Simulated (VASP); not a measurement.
# In (Pm-3m) in VASP: notebook

The runs below take In through single point, with LDA.

All numbers are computed with VASP 6.6.1; they aren't measurements. Logs are shortened: lines on timing, memory, paths and dates and some standing lists are left out, and cuts for length are marked.

## Step 1: The cell of the first run

It takes space group Pm-3m (No. 221, cubic). Conventional cell: a = 2.735 Å, b = 2.735 Å, c = 2.735 Å, α = 90.00°, β = 90.00°, γ = 90.00°. In (site symmetry m-3m) has 6 In at 2.73 Å within 3.6 Å.

## Step 2: Single point, LDA (volume scaled by 0.78)

The input, INCAR:

```
PREC = Accurate
ENCUT = 520
EDIFF = 1E-6
ISMEAR = -1
SIGMA = 0.05
LREAL = F
LASPH = T
NELM = 60
ALGO = Normal
ISIF = 2
LWAVE = F
LCHARG = F
GGA = CA
NBANDS = 12
```

The input, KPOINTS:

```
Automatic mesh
0
Gamma
  14 14 14
```

The input, POSCAR:

```
In
1.0
    2.7345592972      0.0000000000      0.0000000000
    0.0000000000      2.7345592972      0.0000000000
    0.0000000000      0.0000000000      2.7345592972
In
1
Direct
    0.0000000000      0.0000000000      0.0000000000
```

Potentials or basis: VASP PAW LDA potentials, release 64 (In_d).

Launch:

```bash
cat potpaw_LDA.64/In_d/POTCAR > POTCAR
mpirun -np 1 vasp_std > vasp.out
```

OUTCAR:

```text
PREC = Accurate
   ENCUT = 520
   EDIFF = 1E-6
   ISMEAR = -1
   LREAL = F
   LASPH = T
   NELM = 60
   ISIF = 2
   GGA = CA

 ion  position               nearest neighbor table
   1  0.000  0.000  0.000-

  LATTYP: Found a simple cubic cell.
 ALAT       =     2.7345592972

  Lattice vectors:

 A1 = (   2.7345592972,   0.0000000000,   0.0000000000)
 A2 = (   0.0000000000,   2.7345592972,   0.0000000000)
 A3 = (   0.0000000000,   0.0000000000,   2.7345592972)

Analysis of symmetry for initial positions (statically):
=====================================================================
 Subroutine PRICEL returns:
 Original cell was already a primitive cell.

 Routine SETGRP: Setting up the symmetry group for a
 simple cubic supercell.

 Subroutine GETGRP returns: Found 48 space group operations
 (whereof 48 operations were pure point group operations)
 out of a pool of 48 trial point group operations.

The static configuration has the point symmetry O_h .

Analysis of symmetry for dynamics (positions and initial velocities):
=====================================================================
 Subroutine PRICEL returns:
 Original cell was already a primitive cell.

 Routine SETGRP: Setting up the symmetry group for a
 simple cubic supercell.

 Subroutine GETGRP returns: Found 48 space group operations
 (whereof 48 operations were pure point group operations)
 out of a pool of 48 trial point group operations.

The dynamic configuration has the point symmetry O_h .

 Subroutine INISYM returns: Found 48 space group operations
 (whereof 48 operations are pure point group operations),
 and found     1 'primitive' translations

----------------------------------------------------------------------------------------

                                     Primitive cell

  volume of cell :      20.4485

  direct lattice vectors                    reciprocal lattice vectors
     2.734559297  0.000000000  0.000000000     0.365689638  0.000000000  0.000000000
     0.000000000  2.734559297  0.000000000     0.000000000  0.365689638  0.000000000
     0.000000000  0.000000000  2.734559297     0.000000000  0.000000000  0.365689638

  length of vectors
     2.734559297  2.734559297  2.734559297     0.365689638  0.365689638  0.365689638

  position of ions in fractional coordinates (direct lattice)
     0.000000000  0.000000000  0.000000000

  ion indices of the primitive-cell ions
   primitive index   ion index
                 1           1

----------------------------------------------------------------------------------------

 KPOINTS: Automatic mesh

Automatic generation of k-mesh.
 Grid dimensions read from file:
 generate k-points for:   14   14   14

 Generating k-lattice:

  Cartesian coordinates                     Fractional coordinates (reciprocal lattice)
     0.026120688  0.000000000  0.000000000     0.071428571  0.000000000  0.000000000
     0.000000000  0.026120688  0.000000000     0.000000000  0.071428571  0.000000000
     0.000000000  0.000000000  0.026120688     0.000000000  0.000000000  0.071428571

  Length of vectors
     0.026120688  0.026120688  0.026120688

  Shift w.r.t. Gamma in fractional coordinates (k-lattice)
     0.000000000  0.000000000  0.000000000

 Subroutine IBZKPT returns following result:
 ===========================================

 Found    120 irreducible k-points:

 Following reciprocal coordinates:
            Coordinates               Weight
  0.000000  0.000000  0.000000      1.000000
  0.071429  0.000000  0.000000      6.000000
  0.142857  0.000000  0.000000      6.000000
  0.214286  0.000000  0.000000      6.000000
  0.285714  0.000000  0.000000      6.000000
  0.357143  0.000000  0.000000      6.000000
[... 16 lines left out ...]
  0.285714  0.214286  0.000000     24.000000
  0.357143  0.214286  0.000000     24.000000
 [... further k-points ...]
   k-points           NKPTS =    120   k-points in BZ     NKDIM =    120   number of bands    NBANDS=     12
   number of dos      NEDOS =    301   number of ions     NIONS =      1
   total plane-waves  NPLWV =   8000
   dimension x,y,z NGX =    20 NGY =   20 NGZ =   20
   dimension x,y,z NGXF=    40 NGYF=   40 NGZF=   40
   ions per type =               1
   NGX,Y,Z   is equivalent  to a cutoff of  12.16, 12.16, 12.16 a.u.
   NGXF,Y,Z  is equivalent  to a cutoff of  24.32, 24.32, 24.32 a.u.
 SYSTEM =  unknown system
   PREC   = accura    normal or accurate (medium, high low for compatibility)
   ISTART =      0    job   : 0-new  1-cont  2-samecut
   ICHARG =      2    charge: 1-file 2-atom 10-const
   ISPIN  =      1    spin polarized calculation?
   LNONCOLLINEAR =      F non collinear calculations
   LSORBIT =      F    spin-orbit coupling
   LASPH  =      T    aspherical Exc in radial PAW
   ENCUT  =  520.0 eV  38.22 Ry    6.18 a.u.   5.08  5.08  5.08*2*pi/ulx,y,z
   NELM   =     60;   NELMIN=  2; NELMDL= -5     # of ELM steps
   EDIFF  = 0.1E-05   stopping-criterion for ELM
   LREAL  =      F    real-space projection
   EDIFFG = 0.1E-04   stopping-criterion for IOM
   NSW    =      0    number of steps for IOM
   IBRION =     -1    ionic relax: 0-MD 1-quasi-New 2-CG
   NFREE  =      0    steps in history (QN), initial steepest desc. (CG)
   ISIF   =      2    stress and relaxation
   ISYM   =      2    0-nonsym 1-usesym 2-fastsym
   POTIM  = 0.5000    time-step for ionic-motion
   TEBEG  =    0.0;   TEEND  =   0.0 temperature during run
   PSTRESS=    0.0 pullay stress
   NELECT =      13.0000    total number of electrons
   NUPDOWN=      -1.0000    fix difference up-down
   EMIN   =  10.00;   EMAX   =-10.00  energy-range for DOS
   EFERMI =   0.00;   METHOD = LEGACY
   ISMEAR =    -1;   SIGMA  =   0.05  broadening in eV -4-tet -1-fermi 0-gaus
   EFERMI_NEDOS =   21; number of points for ismear=-14 and -15
   IALGO  =     38    algorithm
   IMIX   =      4    mixing-type and parameters
     AMIX     =   0.40;   BMIX     =  1.00
     AMIX_MAG =   1.60;   BMIX_MAG =  1.00
  volume/ion in A,a.u.               =      20.45       137.99
  Fermi-wavevector in a.u.,A,eV,Ry     =   1.407674  2.660117 26.960552  1.981545
  Thomas-Fermi vector in A             =   2.529909
   LORBIT       =      0    0 simple, 1 ext, 2 COOP (PROOUT), +10 PAW based schemes
   GGA     = CA    functional components
   LHFCALC =     F    Hartree Fock is set to
   AEXX    =    0.0000 exact exchange contribution
   IVDW    =     0    specifies the selected vdW correction
   LEPSILON=     F    determine dielectric tensor
   LRPA    =     F    only Hartree local field effects (RPA)
 non-spin polarized calculation
  energy-cutoff  :      520.00
  volume of cell :       20.45
 maximum number of plane-waves:       564
   NGX = 11   NGY = 11   NGZ = 11

 number of electron      12.9999992 magnetization

 Free energy of the ion-electron system (eV)
  ---------------------------------------------------
  ext. energy  EPLUGINS =         0.00000000
  ---------------------------------------------------
  free energy    TOTEN  =        -2.83943715 eV

  energy without entropy =       -2.83565561  energy(sigma->0) =       -2.83754638

 E-fermi :  10.1853     XC(G=0): -11.6743

 val. band max:       10.1572954933   @ k =   0.5000   0.5000   0.2143
 cond. band min:      10.1971680588   @ k =   0.3571   0.2857   0.0000
 fundamental gap:      0.0398725655
 Fermi energy:        10.1852747606

 k-point     1 :       0.0000    0.0000    0.0000
  band No.  band energies     occupation
      1      -5.6950      2.00000
      2      -5.6950      2.00000
      3      -4.0964      2.00000
      4      -4.0964      2.00000
      5      -4.0964      2.00000
      6      -1.2254      2.00000
      7      19.1143      0.00000
      8      19.1143      0.00000
      9      19.1143      0.00000
     10      23.2032      0.00000
     11      23.2032      0.00000
     12      25.1146      0.00000

 k-point     2 :       0.0714    0.0000    0.0000
  band No.  band energies     occupation
      1      -5.6891      2.00000
      2      -5.6451      2.00000
      3      -4.1202      2.00000
      4      -4.1202      2.00000
      5      -4.0945      2.00000
      6      -1.1127      2.00000
      7      17.8085      0.00000
      8      19.2576      0.00000
      9      19.2576      0.00000
     10      23.2237      0.00000
     11      23.9141      0.00000
     12      25.8651      0.00000

 k-point     3 :       0.1429    0.0000    0.0000
  band No.  band energies     occupation
      1      -5.6726      2.00000
      2      -5.5075      2.00000
      3      -4.1860      2.00000
      4      -4.1860      2.00000
      5      -4.0889      2.00000
      6      -0.7684      2.00000
      7      15.5124      0.00000
      8      19.6781      0.00000
      9      19.6781      0.00000
     10      23.2849      0.00000
     11      24.3160      0.00000
     12      28.2146      0.00000
[... 286 lines left out ...]
 k-point    23 :       0.2857    0.2143    0.0000
  band No.  band energies     occupation
      1      -5.4034      2.00000
      2      -4.8132      2.00000
      3      -4.6635      2.00000
      4      -4.3601      2.00000
      5      -4.2474      2.00000
      6       1.6845      2.00000
      7      11.7190      0.00000
      8      15.1016      0.00000
      9      22.5054      0.00000
     10      23.6943      0.00000
     11      24.5632      0.00000
     12      30.0865      0.00000

 k-point    24 :       0.3571    0.2143    0.0000
  band No.  band energies     occupation
      1      -5.3675      2.00000
      2      -4.7793      2.00000
      3      -4.6141      2.00000
      4      -4.4480      2.00000
      5      -4.2375      2.00000
      6       2.7630      2.00000
      7       9.6104      1.99998
      8      16.0032      0.00000
      9      21.9267      0.00000
     10      23.5439      0.00000
     11      24.8327      0.00000
     12      29.2746      0.00000

 [... further k-points ...]
[... 5 lines left out ...]
  --------------------------------------------------------------------------------------
  -------------------------------------------------------------------------------------
  Total        2.7730973      2.7730973      2.7730973      0.0000000      0.0000000     -0.0000000
  in kB      217.2769518    217.2769518    217.2769518      0.0000000      0.0000000     -0.0000000
  external PRESSURE =     217.2769518 kB  Pullay stress =       0.0000000 kB

 VOLUME and BASIS-vectors are now :
 -----------------------------------------------------------------------------
  energy-cutoff  :      520.00
  volume of cell :       20.45
      direct lattice vectors                 reciprocal lattice vectors
     2.734559297  0.000000000  0.000000000     0.365689638  0.000000000  0.000000000
     0.000000000  2.734559297  0.000000000     0.000000000  0.365689638  0.000000000
     0.000000000  0.000000000  2.734559297     0.000000000  0.000000000  0.365689638

 POSITION                                       TOTAL-FORCE (eV/Angst)
 -----------------------------------------------------------------------------------
      0.00000      0.00000      0.00000         0.000000      0.000000      0.000000
 -----------------------------------------------------------------------------------
    total drift:                               -0.000000     -0.000000     -0.000000

  FREE ENERGIE OF THE ION-ELECTRON SYSTEM (eV)
  ---------------------------------------------------
  free  energy   TOTEN  =        -2.8394371542 eV

  energy  without entropy=       -2.8356556137  energy(sigma->0) =       -2.83754638
```

Wall time 12 s (1 thread of AMD EPYC 7R13 (Zen 3), shared host); peak memory 0.11 GiB.

Results:

* Free energy: -2.8394 eV
* Pressure: 21.7 GPa

Caveat: spin-orbit coupling is left out, which moves the levels of the heavy elements.

[end of part 1 of 2]
